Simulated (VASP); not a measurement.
# Tl (I4/mmm) in VASP: a series of runs, part 2 of 2

VASP 6.6.1.

## Step 3: Single point, LDA

This run uses another cell than the first one, of the same volume but with other edges.

INCAR

```
SYSTEM = Tl
PREC = Accurate
ENCUT = 520
EDIFF = 1E-6
ISMEAR = 0
SIGMA = 0.15
LREAL = .FALSE.
LASPH = .TRUE.
NELM = 80
ALGO = Fast
ISIF = 2
LWAVE = .FALSE.
LCHARG = .FALSE.
NBANDS = 12
```

KPOINTS

```
Automatic mesh
0
G
  18 18 18
  0 0 0
```

POSCAR

```
Tl
1.0
    0.0000000000      2.6036355239      2.2130901953
    2.6036355239      0.0000000000      2.2130901953
    2.6036355239      2.6036355239      0.0000000000
Tl
1
Direct
    0.0000000000      0.0000000000      0.0000000000
```

Potentials or basis: VASP PAW LDA potentials, release 64 (Tl_d).

On the command line:

```
$ cat potpaw_LDA.64/Tl_d/POTCAR > POTCAR
$ mpirun -np 1 vasp_std > vasp.out
```

Run time: 2.1 min. Hardware: 1 thread of Intel Xeon Platinum 8375C at 2.90GHz (Ice Lake), shared host; peak memory 0.27 GiB.

The run converged. Its results:

```yaml
Free_energy: -2.8940 eV
Pressure: -3.3 GPa
```

Stress tensor (GPa, compression positive):
```
-3.16  0.00  0.00
 0.00 -3.16  0.00
 0.00  0.00 -3.50
```

Levels at points of the mesh, in eV from the Fermi level:
| k point | band 4 | band 5 | band 6 | band 7 | band 8 | band 9 |
| --- | --- | --- | --- | --- | --- | --- |
| (0.00, 0.00, 0.00) | -11.28 | -11.12 | -9.72 | 9.74 | 10.09 | 10.09 |
| (0.50, 0.00, 0.00) | -11.07 | -10.93 | -5.26 | -2.67 | 6.60 | 7.99 |
| (0.50, 0.50, 0.00) | -10.93 | -10.93 | -2.47 | -0.49 | 2.66 | 2.66 |
| (0.50, 0.00, 0.50) | -11.04 | -10.88 | -4.36 | -2.12 | 4.41 | 5.21 |

Caveat: spin-orbit coupling is left out, which moves the levels of the heavy elements.

## Step 4: Single point, LDA

This run uses another cell than the first one, of the same volume but with other edges.

INCAR

```
SYSTEM = Tl
PREC = Accurate ; ENCUT = 520
EDIFF = 1E-6 ; ISMEAR = 0
SIGMA = 0.15 ; LREAL = .FALSE.
LASPH = .TRUE. ; NELM = 100
ALGO = Fast ; ISIF = 2
LWAVE = .FALSE. ; LCHARG = .FALSE.
NBANDS = 12
```

KPOINTS

```
regular mesh
0
G
  18 18 18
  0 0 0
```

POSCAR

```
Tl
1.0
    0.0000000000      2.3209159598      2.7850991517
    2.3209159598      0.0000000000      2.7850991517
    2.3209159598      2.3209159598      0.0000000000
Tl
1
Direct
    0.0000000000      0.0000000000      0.0000000000
```

Potentials or basis: VASP PAW LDA potentials, release 64 (Tl_d).

On the command line:

```
$ cat potpaw_LDA.64/Tl_d/POTCAR > POTCAR
$ mpirun -np 1 vasp_std > vasp.out
```

OUTCAR:

```text
SYSTEM = Tl
   PREC = Accurate
   ENCUT = 520
   EDIFF = 1E-6
   ISMEAR = 0
   LREAL = .FALSE.
   LASPH = .TRUE.
   NELM = 100
   ISIF = 2

 ion  position               nearest neighbor table
   1  0.000  0.000  0.000-

  LATTYP: Found a body centered tetragonal cell.
 ALAT       =     3.2822708275
 C/A-ratio  =     1.6970562748

  Lattice vectors:

 A1 = (  -2.3209159598,   0.0000000000,   2.7850991517)
 A2 = (   2.3209159598,   0.0000000000,   2.7850991517)
 A3 = (   0.0000000000,   2.3209159598,  -2.7850991517)

Analysis of symmetry for initial positions (statically):
=====================================================================
 Subroutine PRICEL returns:
 Original cell was already a primitive cell.

 Routine SETGRP: Setting up the symmetry group for a
 body centered tetragonal supercell.

 Subroutine GETGRP returns: Found 16 space group operations
 (whereof 16 operations were pure point group operations)
 out of a pool of 16 trial point group operations.

The static configuration has the point symmetry D_4h.

Analysis of symmetry for dynamics (positions and initial velocities):
=====================================================================
[... 162 lines left out ...]
 Fermi energy:         5.7589311490

 k-point     1 :       0.0000    0.0000    0.0000
  band No.  band energies     occupation
      1      -5.9892      2.00000
      2      -5.6733      2.00000
      3      -5.5747      2.00000
      4      -5.5747      2.00000
      5      -5.3076      2.00000
      6      -3.9674      2.00000
      7      15.4424      0.00000
      8      15.6195      0.00000
      9      15.6195      0.00000
     10      17.0202      0.00000
     11      17.9572      0.00000
     12      19.8453      0.00000
[... 331 lines left out ...]
 k-point    24 :      -0.2222    0.0556    0.0000
  band No.  band energies     occupation
      1      -5.8736      2.00000
      2      -5.7229      2.00000
      3      -5.5086      2.00000
      4      -5.4538      2.00000
      5      -5.4003      2.00000
      6      -2.5829      2.00000
      7       8.7985      0.00000
      8      12.4543      0.00000
      9      16.1321      0.00000
     10      16.9507      0.00000
     11      17.8581      0.00000
     12      20.1913      0.00000

 [... further k-points ...]
[... 5 lines left out ...]
  --------------------------------------------------------------------------------------
  -------------------------------------------------------------------------------------
  Total       -0.5337217     -0.5337217     -0.6894576      0.0000000     -0.0000000      0.0000000
  in kB      -28.4994164    -28.4994164    -36.8153251      0.0000000     -0.0000000      0.0000000
  external PRESSURE =     -31.2713859 kB  Pullay stress =       0.0000000 kB

 VOLUME and BASIS-vectors are now :
 -----------------------------------------------------------------------------
  energy-cutoff  :      520.00
  volume of cell :       30.00
      direct lattice vectors                 reciprocal lattice vectors
     0.000000000  2.320915960  2.785099152    -0.215432187  0.215432187  0.179526822
     2.320915960  0.000000000  2.785099152     0.215432187 -0.215432187  0.179526822
     2.320915960  2.320915960  0.000000000     0.215432187  0.215432187 -0.179526822

 POSITION                                       TOTAL-FORCE (eV/Angst)
 -----------------------------------------------------------------------------------
      0.00000      0.00000      0.00000        -0.000000      0.000000      0.000000
 -----------------------------------------------------------------------------------
    total drift:                                0.000000     -0.000000     -0.000000

  FREE ENERGIE OF THE ION-ELECTRON SYSTEM (eV)
  ---------------------------------------------------
  free  energy   TOTEN  =        -2.8879728742 eV

  energy  without entropy=       -2.8812889938  energy(sigma->0) =       -2.88463093
```

stdout:

```text
POSCAR found type information on POSCAR Tl
 POSCAR found :  1 types and       1 ions
 scaLAPACK will be used
 LDA part: xc-table for (Slater(with rela. corr.)+CA(PZ))
 , standard interpolation
 POSCAR, INCAR and KPOINTS ok, starting setup
 FFT: planning ... GRIDC
 FFT: planning ... GRID_SOFT
 FFT: planning ... GRID
 WAVECAR not read
 entering main loop
```

Wall time 1.8 min (1 thread of Intel Xeon Platinum 8375C at 2.90GHz (Ice Lake), shared host); peak memory 0.26 GiB.

Results:

| Item | Value |
| --- | --- |
| Free energy | -2.8880 eV |
| Pressure | -3.1 GPa |

Stress tensor (GPa, compression positive):
```
-2.85  0.00  0.00
 0.00 -2.85  0.00
 0.00  0.00 -3.68
```

Caveat: spin-orbit coupling is left out, which moves the levels of the heavy elements.

## Step 5: Summary

```csv
cell,gap on the mesh (eV),pressure (GPa)
"a = 3.806, b = 3.806, c = 3.108 Å, angles 65.9, 65.9, 48.2°, 1 atom",none,-1.7
"a = 3.417, b = 3.417, c = 3.682 Å, angles 57.4, 57.4, 65.2°, 1 atom",none,-3.3
"a = 3.625, b = 3.625, c = 3.282 Å, angles 63.1, 63.1, 53.8°, 1 atom",none,-3.1
```

Alike in all rows: task single point; level LDA; potentials or basis VASP PAW LDA potentials, release 64 (Tl_d); no spin polarisation; k mesh 18 × 18 × 18; cutoff (eV) 520; smearing gaussian 0.15 eV.

Caveats: spin-orbit coupling is left out, which moves the levels of the heavy elements.

Total energies depend on the potentials used, so only differences within one code and one set of settings carry meaning.
